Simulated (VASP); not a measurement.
# Ge (P6_3/mmc) in VASP: further runs, part 3 of 3

VASP 6.6.1.

## Step 5: Single point, BLYP (volume scaled by 0.96)

Input file INCAR:

```
PREC = Accurate ; ENCUT = 520
EDIFF = 1E-6 ; ISMEAR = -1
SIGMA = 0.1 ; LREAL = False
LASPH = True ; NELM = 80
ALGO = Normal ; ISIF = 2
LWAVE = False ; LCHARG = False
GGA = B5 ; ALDAX = 1.0
AGGAX = 1.0 ; AGGAC = 1.0
ALDAC = 0.0 ; NBANDS = 21
```

Input file KPOINTS:

```
regular mesh
0
Gamma
  13 13 7
```

Input file POSCAR:

```
Ge
1.0
    3.1384224961      0.0000000000      0.0000000000
   -1.5692112481      2.7179536094      0.0000000000
    0.0000000000      0.0000000000      4.8538064694
Ge
2
Direct
    0.3333333333      0.6666666667      0.2500000000
    0.6666666667      0.3333333333      0.7500000000
```

Potentials or basis: VASP PAW PBE potentials, release 64 (Ge_d).

Launch:

```console
$ cat potpaw_PBE.64/Ge_d/POTCAR > POTCAR
$ mpirun -np 1 vasp_std > vasp.out
```

OUTCAR:

```text
PREC = Accurate
   ENCUT = 520
   EDIFF = 1E-6
   ISMEAR = -1
   LREAL = False
   LASPH = True
   NELM = 80
   ISIF = 2
   GGA = B5

 ion  position               nearest neighbor table
   1  0.333  0.667  0.250-
   2  0.667  0.333  0.750-

  LATTYP: Found a hexagonal cell.
 ALAT       =     3.1384224961
 C/A-ratio  =     1.5465752222

  Lattice vectors:

 A1 = (   3.1384224961,   0.0000000000,   0.0000000000)
 A2 = (  -1.5692112481,   2.7179536094,   0.0000000000)
 A3 = (   0.0000000000,   0.0000000000,   4.8538064694)

Analysis of symmetry for initial positions (statically):
=====================================================================
 Subroutine PRICEL returns:
 Original cell was already a primitive cell.

 Routine SETGRP: Setting up the symmetry group for a
 hexagonal supercell.

 Subroutine GETGRP returns: Found 24 space group operations
 (whereof 12 operations were pure point group operations)
 out of a pool of 24 trial point group operations.

The static configuration has the point symmetry D_3d.
 The point group associated with its full space group is D_6h.

Analysis of symmetry for dynamics (positions and initial velocities):
=====================================================================
 Subroutine PRICEL returns:
 Original cell was already a primitive cell.

 Routine SETGRP: Setting up the symmetry group for a
 hexagonal supercell.

 Subroutine GETGRP returns: Found 24 space group operations
 (whereof 12 operations were pure point group operations)
 out of a pool of 24 trial point group operations.

The dynamic configuration has the point symmetry D_3d.
 The point group associated with its full space group is D_6h.

 Subroutine INISYM returns: Found 24 space group operations
 (whereof 12 operations are pure point group operations),
 and found     1 'primitive' translations

----------------------------------------------------------------------------------------

                                     Primitive cell

  volume of cell :      41.4034

  direct lattice vectors                    reciprocal lattice vectors
     3.138422496  0.000000000  0.000000000     0.318631415  0.183961933  0.000000000
    -1.569211248  2.717953609  0.000000000     0.000000000  0.367923866  0.000000000
     0.000000000  0.000000000  4.853806469     0.000000000  0.000000000  0.206023871

  length of vectors
     3.138422496  3.138422496  4.853806469     0.367923866  0.367923866  0.206023871

  position of ions in fractional coordinates (direct lattice)
     0.333333333  0.666666667  0.250000000
     0.666666667  0.333333333  0.750000000

  ion indices of the primitive-cell ions
   primitive index   ion index
                 1           1
                 2           2

----------------------------------------------------------------------------------------

 KPOINTS: regular mesh

Automatic generation of k-mesh.
 Grid dimensions read from file:
 generate k-points for:   13   13    7

 Generating k-lattice:

  Cartesian coordinates                     Fractional coordinates (reciprocal lattice)
     0.024510109  0.014150918  0.000000000     0.076923077  0.000000000  0.000000000
     0.000000000  0.028301836  0.000000000     0.000000000  0.076923077  0.000000000
     0.000000000  0.000000000  0.029431982     0.000000000  0.000000000  0.142857143

  Length of vectors
     0.028301836  0.028301836  0.029431982

  Shift w.r.t. Gamma in fractional coordinates (k-lattice)
     0.000000000  0.000000000  0.000000000

 Subroutine IBZKPT returns following result:
 ===========================================

 Found     84 irreducible k-points:

 Following reciprocal coordinates:
            Coordinates               Weight
  0.000000  0.000000  0.000000      1.000000
  0.076923  0.000000  0.000000      6.000000
  0.153846  0.000000  0.000000      6.000000
  0.230769  0.000000  0.000000      6.000000
  0.307692  0.000000  0.000000      6.000000
  0.384615  0.000000  0.000000      6.000000
[... 16 lines left out ...]
  0.076923  0.000000  0.142857     12.000000
  0.153846  0.000000  0.142857     12.000000
 [... further k-points ...]
   k-points           NKPTS =     84   k-points in BZ     NKDIM =     84   number of bands    NBANDS=     21
   number of dos      NEDOS =    301   number of ions     NIONS =      2
   total plane-waves  NPLWV =  20736
   dimension x,y,z NGX =    24 NGY =   24 NGZ =   36
   dimension x,y,z NGXF=    48 NGYF=   48 NGZF=   72
   ions per type =               2
   NGX,Y,Z   is equivalent  to a cutoff of  12.71, 12.71, 12.33 a.u.
   NGXF,Y,Z  is equivalent  to a cutoff of  25.43, 25.43, 24.66 a.u.
 SYSTEM =  unknown system
   PREC   = accura    normal or accurate (medium, high low for compatibility)
   ISTART =      0    job   : 0-new  1-cont  2-samecut
   ICHARG =      2    charge: 1-file 2-atom 10-const
   ISPIN  =      1    spin polarized calculation?
   LNONCOLLINEAR =      F non collinear calculations
   LSORBIT =      F    spin-orbit coupling
   LASPH  =      T    aspherical Exc in radial PAW
   ENCUT  =  520.0 eV  38.22 Ry    6.18 a.u.   5.84  5.84  9.02*2*pi/ulx,y,z
   NELM   =     80;   NELMIN=  2; NELMDL= -5     # of ELM steps
   EDIFF  = 0.1E-05   stopping-criterion for ELM
   LREAL  =      F    real-space projection
   EDIFFG = 0.1E-04   stopping-criterion for IOM
   NSW    =      0    number of steps for IOM
   IBRION =     -1    ionic relax: 0-MD 1-quasi-New 2-CG
   NFREE  =      0    steps in history (QN), initial steepest desc. (CG)
   ISIF   =      2    stress and relaxation
   ISYM   =      2    0-nonsym 1-usesym 2-fastsym
   POTIM  = 0.5000    time-step for ionic-motion
   TEBEG  =    0.0;   TEEND  =   0.0 temperature during run
   PSTRESS=    0.0 pullay stress
   NELECT =      28.0000    total number of electrons
   NUPDOWN=      -1.0000    fix difference up-down
   EMIN   =  10.00;   EMAX   =-10.00  energy-range for DOS
   EFERMI =   0.00;   METHOD = LEGACY
   ISMEAR =    -1;   SIGMA  =   0.10  broadening in eV -4-tet -1-fermi 0-gaus
   EFERMI_NEDOS =   21; number of points for ismear=-14 and -15
   IALGO  =     38    algorithm
   IMIX   =      4    mixing-type and parameters
     AMIX     =   0.40;   BMIX     =  1.00
     AMIX_MAG =   1.60;   BMIX_MAG =  1.00
  volume/ion in A,a.u.               =      20.70       139.70
  Fermi-wavevector in a.u.,A,eV,Ry     =   1.436974  2.715487 28.094587  2.064894
  Thomas-Fermi vector in A             =   2.556103
   LORBIT       =      0    0 simple, 1 ext, 2 COOP (PROOUT), +10 PAW based schemes
   GGA     = B5    functional components
   LHFCALC =     F    Hartree Fock is set to
   AEXX    =    0.0000 exact exchange contribution
   IVDW    =     0    specifies the selected vdW correction
   LEPSILON=     F    determine dielectric tensor
   LRPA    =     F    only Hartree local field effects (RPA)
 non-spin polarized calculation
  energy-cutoff  :      520.00
  volume of cell :       41.40
 maximum number of plane-waves:      1126
 NGX is ok and might be reduce to    24
   NGX = 11   NGY = 11   NGZ = 19

 number of electron      27.9999973 magnetization

 Free energy of the ion-electron system (eV)
  ---------------------------------------------------
  ext. energy  EPLUGINS =         0.00000000
  ---------------------------------------------------
  free energy    TOTEN  =        -6.64808228 eV

  energy without entropy =       -6.61523207  energy(sigma->0) =       -6.63165718

 E-fermi :   6.2766     XC(G=0): -10.2430

 val. band max:        6.2601316097   @ k =   0.2308   0.1538   0.1429
 cond. band min:       6.3151040100   @ k =   0.1538   0.1538   0.1429
 fundamental gap:      0.0549724003
 Fermi energy:         6.2766083595

 k-point     1 :       0.0000    0.0000    0.0000
  band No.  band energies     occupation
      1     -18.4296      2.00000
      2     -18.4275      2.00000
      3     -18.4275      2.00000
      4     -18.4215      2.00000
      5     -18.4215      2.00000
      6     -18.4212      2.00000
[... 13 lines left out ...]
     20      18.6360      0.00000
     21      19.4588      0.00000

 k-point     2 :       0.0769    0.0000    0.0000
  band No.  band energies     occupation
      1     -18.4329      2.00000
      2     -18.4287      2.00000
      3     -18.4243      2.00000
      4     -18.4187      2.00000
      5     -18.4182      2.00000
      6     -18.4182      2.00000
[... 13 lines left out ...]
     20      18.0615      0.00000
     21      19.5425      0.00000
[... 487 lines left out ...]
      5     -18.4200      2.00000
      6     -18.4196      2.00000
[... 13 lines left out ...]
     20      18.0810      0.00000
     21      19.1830      0.00000

 k-point    24 :       0.1538    0.0000    0.1429
  band No.  band energies     occupation
      1     -18.4412      2.00000
      2     -18.4281      2.00000
      3     -18.4257      2.00000
      4     -18.4246      2.00000
      5     -18.4136      2.00000
      6     -18.4113      2.00000
[... 13 lines left out ...]
     20      18.8660      0.00000
     21      19.1767      0.00000

 [... further k-points ...]
[... 5 lines left out ...]
  --------------------------------------------------------------------------------------
  -------------------------------------------------------------------------------------
  Total        0.4755782      0.4755782      0.7097789     -0.0000000     -0.0000000     -0.0000000
  in kB       18.4033395     18.4033395     27.4661465     -0.0000000     -0.0000000     -0.0000000
  external PRESSURE =      21.4242752 kB  Pullay stress =       0.0000000 kB

 VOLUME and BASIS-vectors are now :
 -----------------------------------------------------------------------------
  energy-cutoff  :      520.00
  volume of cell :       41.40
      direct lattice vectors                 reciprocal lattice vectors
     3.138422496  0.000000000  0.000000000     0.318631415  0.183961933  0.000000000
    -1.569211248  2.717953609  0.000000000     0.000000000  0.367923866  0.000000000
     0.000000000  0.000000000  4.853806469     0.000000000  0.000000000  0.206023871

 POSITION                                       TOTAL-FORCE (eV/Angst)
 -----------------------------------------------------------------------------------
     -0.00000      1.81197      1.21345        -0.000000      0.000000      0.000000
      1.56921      0.90598      3.64035         0.000000     -0.000000      0.000000
 -----------------------------------------------------------------------------------
    total drift:                               -0.000000      0.000000      0.000000

  FREE ENERGIE OF THE ION-ELECTRON SYSTEM (eV)
  ---------------------------------------------------
  free  energy   TOTEN  =        -6.6480822848 eV

  energy  without entropy=       -6.6152320680  energy(sigma->0) =       -6.63165718
```

OSZICAR:

```text
N       E                     dE             d eps       ncg     rms          rms(c)
DAV:   1     0.184798396581E+03    0.18480E+03   -0.14277E+04  4047   0.369E+03
DAV:   2     0.188815049045E+02   -0.16592E+03   -0.16117E+03  3548   0.604E+02
DAV:   3    -0.588568581148E+01   -0.24767E+02   -0.24521E+02  4041   0.136E+02
DAV:   4    -0.664220966570E+01   -0.75652E+00   -0.75596E+00  4018   0.270E+01
DAV:   5    -0.665479862087E+01   -0.12589E-01   -0.12589E-01  4029   0.400E+00    0.986E-01
DAV:   6    -0.664885371915E+01    0.59449E-02   -0.13952E-02  4797   0.172E+00    0.540E-01
DAV:   7    -0.664799976083E+01    0.85396E-03   -0.69289E-03  4799   0.107E+00    0.802E-02
DAV:   8    -0.664806234861E+01   -0.62588E-04   -0.82213E-04  4492   0.459E-01    0.182E-02
DAV:   9    -0.664807956300E+01   -0.17214E-04   -0.24187E-05  3999   0.474E-02    0.686E-03
DAV:  10    -0.664808249165E+01   -0.29287E-05   -0.43832E-06  3434   0.192E-02    0.128E-03
DAV:  11    -0.664808228482E+01    0.20683E-06   -0.11608E-07  2349   0.487E-03
   1 F= -.66480823E+01 E0= -.66316572E+01  d E =-.328502E-01
```

Wall time 38 s (1 thread of Intel Xeon 6975P-C, shared host); peak memory 0.19 GiB.

What came out:

```yaml
Free_energy: -6.6481 eV
Pressure: 2.1 GPa
Band_gap_on_the_k_mesh: zero (band 14 reaches 11.83 eV, above the bottom of band 15 at 4.24 eV)
```

Levels at points of the mesh, in eV from the Fermi level:
| k point | band 10 | band 11 | band 12 | band 13 | band 14 | band 15 | band 16 | band 17 | band 18 | band 19 |
| --- | --- | --- | --- | --- | --- | --- | --- | --- | --- | --- |
| (0.00, 0.00, 0.00) | -24.64 | -12.44 | -7.26 | -4.70 | 5.31 | 5.31 | 7.24 | 7.24 | 8.71 | 10.15 |

Caveat: the PAW data sets were made with another functional, which shifts forces and pressure a little.

## Step 6: The runs side by side

```tsv
cell	k mesh	gap on the mesh (eV)	pressure (GPa)
a = 3.049, b = 3.049, c = 4.715 Å, angles 90.0, 90.0, 120.0°, 2 atoms	13 × 13 × 7	none	8.1
a = 3.181, b = 3.181, c = 4.920 Å, angles 90.0, 90.0, 120.0°, 2 atoms	12 × 12 × 7	none	0.1
a = 3.094, b = 3.094, c = 4.785 Å, angles 90.0, 90.0, 120.0°, 2 atoms	13 × 13 × 7	none	4.8
a = 3.138, b = 3.138, c = 4.854 Å, angles 90.0, 90.0, 120.0°, 2 atoms	13 × 13 × 7	none	2.1
```

Alike in all rows: task single point; level BLYP; potentials or basis VASP PAW PBE potentials, release 64 (Ge_d); no spin polarisation; cutoff (eV) 520; smearing fermi-dirac 0.1 eV.

Caveats: the PAW data sets were made with another functional, which shifts forces and pressure a little.

Total energies depend on the potentials used, so only differences within one code and one set of settings carry meaning.
